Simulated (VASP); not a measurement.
# Ru (P6_3/mmc) in VASP: further runs

Ru is run at these levels: PBE; tasks: single point, relaxation of cell and atoms.

Program: VASP 6.6.1. These are calculated values, not measurements. Logs are shortened: lines on timing, memory, paths and dates and some standing lists are left out, and cuts for length are marked.

## (1) The cell of the first run

The structure is hexagonal, space group P6_3/mmc (No. 194). The conventional cell has a = 2.781 Å, b = 2.781 Å, c = 8.927 Å, α = 90.00°, β = 90.00°, γ = 120.00°. Within 3.6 Å of Ru (site symmetry -3m) lie 12 Ru at 2.75 to 2.78 Å. Ru (site symmetry -6m2) has 12 Ru at 2.75 to 2.78 Å within 3.6 Å.

## (2) Single point, PBE (14.94 Å³/atom)

File INCAR:

```
SYSTEM = Ru
PREC = Accurate ; ENCUT = 520
EDIFF = 1E-6 ; ISMEAR = -1
SIGMA = 0.1 ; LREAL = .False.
LASPH = .True. ; NELM = 60
ALGO = Normal ; ISIF = 2
LWAVE = .False. ; LCHARG = .False.
GGA = PE ; NBANDS = 36
```

File KPOINTS:

```
Automatic mesh
0
Gamma
  15 15 4
  0 0 0
```

File POSCAR:

```
Ru
1.0
    2.7805173576      0.0000000000      0.0000000000
   -1.3902586788      2.4079986674      0.0000000000
    0.0000000000      0.0000000000      8.9268216853
Ru
4
Direct
    1.0000000000      1.0000000000      0.0000000000
    1.0000000000      1.0000000000      0.5000000000
    0.3333333333      0.6666666667      0.2500000000
    0.6666666667      0.3333333333      0.7500000000
```

Potentials or basis: VASP PAW PBE potentials, release 64 (Ru_pv).

Started as:

```bash
$ cat potpaw_PBE.64/Ru_pv/POTCAR > POTCAR
$ mpirun -np 1 vasp_std > vasp.out
```

OUTCAR:

```text
SYSTEM = Ru
   PREC = Accurate
   ENCUT = 520
   EDIFF = 1E-6
   ISMEAR = -1
   LREAL = .False.
   LASPH = .True.
   NELM = 60
   ISIF = 2
   GGA = PE

 ion  position               nearest neighbor table
   1  0.000  0.000  0.000-   3 2.75   4 2.75   4 2.75   3 2.75   4 2.75   3 2.75
   2  0.000  0.000  0.500-   3 2.75   4 2.75   4 2.75   3 2.75   4 2.75   3 2.75
   3  0.333  0.667  0.250-   1 2.75   2 2.75   1 2.75   2 2.75   1 2.75   2 2.75
   4  0.667  0.333  0.750-   1 2.75   2 2.75   1 2.75   2 2.75   1 2.75   2 2.75

  LATTYP: Found a hexagonal cell.
 ALAT       =     2.7805173576
 C/A-ratio  =     3.2104894655

  Lattice vectors:

 A1 = (   2.7805173576,   0.0000000000,   0.0000000000)
 A2 = (  -1.3902586788,   2.4079986674,   0.0000000000)
 A3 = (   0.0000000000,   0.0000000000,   8.9268216853)

Analysis of symmetry for initial positions (statically):
=====================================================================
 Subroutine PRICEL returns:
 Original cell was already a primitive cell.

 Routine SETGRP: Setting up the symmetry group for a
 hexagonal supercell.

 Subroutine GETGRP returns: Found 24 space group operations
 (whereof 12 operations were pure point group operations)
 out of a pool of 24 trial point group operations.

The static configuration has the point symmetry D_3d.
 The point group associated with its full space group is D_6h.

Analysis of symmetry for dynamics (positions and initial velocities):
=====================================================================
 Subroutine PRICEL returns:
 Original cell was already a primitive cell.

 Routine SETGRP: Setting up the symmetry group for a
 hexagonal supercell.

 Subroutine GETGRP returns: Found 24 space group operations
 (whereof 12 operations were pure point group operations)
 out of a pool of 24 trial point group operations.

The dynamic configuration has the point symmetry D_3d.
 The point group associated with its full space group is D_6h.

 Subroutine INISYM returns: Found 24 space group operations
 (whereof 12 operations are pure point group operations),
 and found     1 'primitive' translations

----------------------------------------------------------------------------------------

                                     Primitive cell

  volume of cell :      59.7694

  direct lattice vectors                    reciprocal lattice vectors
     2.780517358  0.000000000  0.000000000     0.359645300  0.207641311  0.000000000
    -1.390258679  2.407998667  0.000000000     0.000000000  0.415282622  0.000000000
     0.000000000  0.000000000  8.926821685     0.000000000  0.000000000  0.112021953

  length of vectors
     2.780517358  2.780517358  8.926821685     0.415282622  0.415282622  0.112021953

  position of ions in fractional coordinates (direct lattice)
     0.000000000  0.000000000  0.000000000
     0.000000000  0.000000000  0.500000000
     0.333333333  0.666666667  0.250000000
     0.666666667  0.333333333  0.750000000

  ion indices of the primitive-cell ions
   primitive index   ion index
                 1           1
                 2           2
                 3           3
                 4           4

----------------------------------------------------------------------------------------

 KPOINTS: Automatic mesh

Automatic generation of k-mesh.
 Grid dimensions read from file:
 generate k-points for:   15   15    4

 Generating k-lattice:

  Cartesian coordinates                     Fractional coordinates (reciprocal lattice)
     0.023976353  0.013842754  0.000000000     0.066666667  0.000000000  0.000000000
     0.000000000  0.027685508  0.000000000     0.000000000  0.066666667  0.000000000
     0.000000000  0.000000000  0.028005488     0.000000000  0.000000000  0.250000000

  Length of vectors
     0.027685508  0.027685508  0.028005488

  Shift w.r.t. Gamma in fractional coordinates (k-lattice)
     0.000000000  0.000000000  0.000000000

 Subroutine IBZKPT returns following result:
 ===========================================

 Found     81 irreducible k-points:

 Following reciprocal coordinates:
            Coordinates               Weight
  0.000000  0.000000  0.000000      1.000000
  0.066667 -0.000000  0.000000      6.000000
  0.133333  0.000000  0.000000      6.000000
  0.200000 -0.000000  0.000000      6.000000
  0.266667  0.000000  0.000000      6.000000
  0.333333 -0.000000  0.000000      6.000000
[... 16 lines left out ...]
  0.333333  0.200000  0.000000     12.000000
  0.400000  0.200000  0.000000      6.000000
 [... further k-points ...]
   k-points           NKPTS =     81   k-points in BZ     NKDIM =     81   number of bands    NBANDS=     36
   number of dos      NEDOS =    301   number of ions     NIONS =      4
   total plane-waves  NPLWV =  40320
   dimension x,y,z NGX =    24 NGY =   24 NGZ =   70
   dimension x,y,z NGXF=    48 NGYF=   48 NGZF=  140
   ions per type =               4
   NGX,Y,Z   is equivalent  to a cutoff of  14.35, 14.35, 13.04 a.u.
   NGXF,Y,Z  is equivalent  to a cutoff of  28.70, 28.70, 26.07 a.u.
 SYSTEM =  Ru
   PREC   = accura    normal or accurate (medium, high low for compatibility)
   ISTART =      0    job   : 0-new  1-cont  2-samecut
   ICHARG =      2    charge: 1-file 2-atom 10-const
   ISPIN  =      1    spin polarized calculation?
   LNONCOLLINEAR =      F non collinear calculations
   LSORBIT =      F    spin-orbit coupling
   LASPH  =      T    aspherical Exc in radial PAW
   ENCUT  =  520.0 eV  38.22 Ry    6.18 a.u.   5.17  5.17 16.60*2*pi/ulx,y,z
   NELM   =     60;   NELMIN=  2; NELMDL= -5     # of ELM steps
   EDIFF  = 0.1E-05   stopping-criterion for ELM
   LREAL  =      F    real-space projection
   EDIFFG = 0.1E-04   stopping-criterion for IOM
   NSW    =      0    number of steps for IOM
   IBRION =     -1    ionic relax: 0-MD 1-quasi-New 2-CG
   NFREE  =      0    steps in history (QN), initial steepest desc. (CG)
   ISIF   =      2    stress and relaxation
   ISYM   =      2    0-nonsym 1-usesym 2-fastsym
   POTIM  = 0.5000    time-step for ionic-motion
   TEBEG  =    0.0;   TEEND  =   0.0 temperature during run
   PSTRESS=    0.0 pullay stress
   NELECT =      56.0000    total number of electrons
   NUPDOWN=      -1.0000    fix difference up-down
   EMIN   =  10.00;   EMAX   =-10.00  energy-range for DOS
   EFERMI =   0.00;   METHOD = LEGACY
   ISMEAR =    -1;   SIGMA  =   0.10  broadening in eV -4-tet -1-fermi 0-gaus
   EFERMI_NEDOS =   21; number of points for ismear=-14 and -15
   IALGO  =     38    algorithm
   IMIX   =      4    mixing-type and parameters
     AMIX     =   0.40;   BMIX     =  1.00
     AMIX_MAG =   1.60;   BMIX_MAG =  1.00
  volume/ion in A,a.u.               =      14.94       100.84
  Fermi-wavevector in a.u.,A,eV,Ry     =   1.601934  3.027216 34.915167  2.566192
  Thomas-Fermi vector in A             =   2.698834
   LORBIT       =      0    0 simple, 1 ext, 2 COOP (PROOUT), +10 PAW based schemes
   GGA     = PE    functional components
   LHFCALC =     F    Hartree Fock is set to
   AEXX    =    0.0000 exact exchange contribution
   IVDW    =     0    specifies the selected vdW correction
   LEPSILON=     F    determine dielectric tensor
   LRPA    =     F    only Hartree local field effects (RPA)
 non-spin polarized calculation
  energy-cutoff  :      520.00
  volume of cell :       59.77
 maximum number of plane-waves:      1629
 NGX is ok and might be reduce to    24
   NGX = 11   NGY = 11   NGZ = 33

 number of electron      56.0000004 magnetization

 Free energy of the ion-electron system (eV)
  ---------------------------------------------------
  ext. energy  EPLUGINS =         0.00000000
  ---------------------------------------------------
  free energy    TOTEN  =       -36.39934949 eV

  energy without entropy =      -36.23915391  energy(sigma->0) =      -36.31925170

 E-fermi :  11.1527     XC(G=0): -13.5307

 val. band max:       11.1431331515   @ k =   0.0667   0.0667   0.2500
 cond. band min:      11.1536758623   @ k =   0.3333   0.2000   0.5000
 fundamental gap:      0.0105427108
 Fermi energy:        11.1527068006

 k-point     1 :       0.0000    0.0000    0.0000
  band No.  band energies     occupation
      1     -32.1115      2.00000
      2     -31.7414      2.00000
      3     -31.6930      2.00000
      4     -31.4440      2.00000
      5     -31.4440      2.00000
      6     -31.3952      2.00000
[... 28 lines left out ...]
     35      12.4677      0.00000
     36      12.4677      0.00000

 k-point     2 :       0.0667   -0.0000    0.0000
  band No.  band energies     occupation
      1     -32.1006      2.00000
      2     -31.7447      2.00000
      3     -31.6979      2.00000
      4     -31.4681      2.00000
      5     -31.4519      2.00000
      6     -31.4114      2.00000
[... 28 lines left out ...]
     35      12.4873      0.00000
     36      13.6847      0.00000

 k-point     3 :       0.1333    0.0000    0.0000
  band No.  band energies     occupation
      1     -32.0689      2.00000
      2     -31.7588      2.00000
      3     -31.7176      2.00000
      4     -31.5345      2.00000
      5     -31.4741      2.00000
      6     -31.4511      2.00000
[... 28 lines left out ...]
     35      12.5423      0.00000
     36      15.1227      0.00000

 k-point     4 :       0.2000   -0.0000    0.0000
  band No.  band energies     occupation
      1     -32.0201      2.00000
      2     -31.7961      2.00000
      3     -31.7642      2.00000
      4     -31.6281      2.00000
      5     -31.5421      2.00000
      6     -31.5057      2.00000
[... 28 lines left out ...]
     35      12.6178      0.00000
     36      16.6179      0.00000

 k-point     5 :       0.2667    0.0000    0.0000
  band No.  band energies     occupation
      1     -31.9638      2.00000
      2     -31.8660      2.00000
      3     -31.8339      2.00000
      4     -31.7297      2.00000
      5     -31.6615      2.00000
      6     -31.5410      2.00000
[... 655 lines left out ...]
 k-point    22 :       0.2667    0.2000    0.0000
  band No.  band energies     occupation
      1     -31.9678      2.00000
      2     -31.9546      2.00000
      3     -31.8597      2.00000
      4     -31.8192      2.00000
      5     -31.8168      2.00000
      6     -31.6904      2.00000
[... 28 lines left out ...]
     35      15.2334      0.00000
     36      20.2918      0.00000

 k-point    23 :       0.3333    0.2000    0.0000
  band No.  band energies     occupation
      1     -31.9995      2.00000
      2     -31.9828      2.00000
      3     -31.8850      2.00000
      4     -31.8545      2.00000
      5     -31.7659      2.00000
      6     -31.7145      2.00000
[... 28 lines left out ...]
     35      16.4616      0.00000
     36      18.5821      0.00000

 k-point    24 :       0.4000    0.2000    0.0000
  band No.  band energies     occupation
      1     -32.0116      2.00000
      2     -31.9924      2.00000
      3     -31.8853      2.00000
      4     -31.8743      2.00000
      5     -31.7425      2.00000
      6     -31.7175      2.00000
[... 28 lines left out ...]
     35      17.1331      0.00000
     36      17.5391      0.00000

 [... further k-points ...]
[... 5 lines left out ...]
  --------------------------------------------------------------------------------------
  -------------------------------------------------------------------------------------
  Total       -7.3951667     -7.3951667     -7.3121040      0.0000000     -0.0000000     -0.0000000
  in kB     -198.2347724   -198.2347724   -196.0081944      0.0000000     -0.0000000     -0.0000000
  external PRESSURE =    -197.4925797 kB  Pullay stress =       0.0000000 kB

 VOLUME and BASIS-vectors are now :
 -----------------------------------------------------------------------------
  energy-cutoff  :      520.00
  volume of cell :       59.77
      direct lattice vectors                 reciprocal lattice vectors
     2.780517358  0.000000000  0.000000000     0.359645300  0.207641311  0.000000000
    -1.390258679  2.407998667  0.000000000     0.000000000  0.415282622  0.000000000
     0.000000000  0.000000000  8.926821685     0.000000000  0.000000000  0.112021953

 POSITION                                       TOTAL-FORCE (eV/Angst)
 -----------------------------------------------------------------------------------
      0.00000      0.00000      0.00000         0.000000     -0.000000      0.000000
      0.00000      0.00000      4.46341         0.000000     -0.000000      0.000000
     -0.00000      1.60533      2.23171         0.000000      0.000000      0.000000
      1.39026      0.80267      6.69512        -0.000000     -0.000000     -0.000000
 -----------------------------------------------------------------------------------
    total drift:                               -0.000000      0.000000      0.000000

  FREE ENERGIE OF THE ION-ELECTRON SYSTEM (eV)
  ---------------------------------------------------
  free  energy   TOTEN  =       -36.3993494884 eV

  energy  without entropy=      -36.2391539099  energy(sigma->0) =      -36.31925170
```

Run time: 3.1 min. Hardware: 1 thread of Intel Xeon 8259CL, shared host; peak memory 0.27 GiB.

What came out:

```yaml
Free_energy: -36.3993 eV
Pressure: -19.7 GPa
Band_gap_on_the_k_mesh: zero (bands 28 and 29 overlap by 2.39 eV)
```

Stress tensor (GPa, compression positive):
```
-19.82   0.00   0.00
  0.00 -19.82   0.00
  0.00   0.00 -19.60
```

Caveat: the cell stands under tension.

(Part 1 of 2 ends here.)
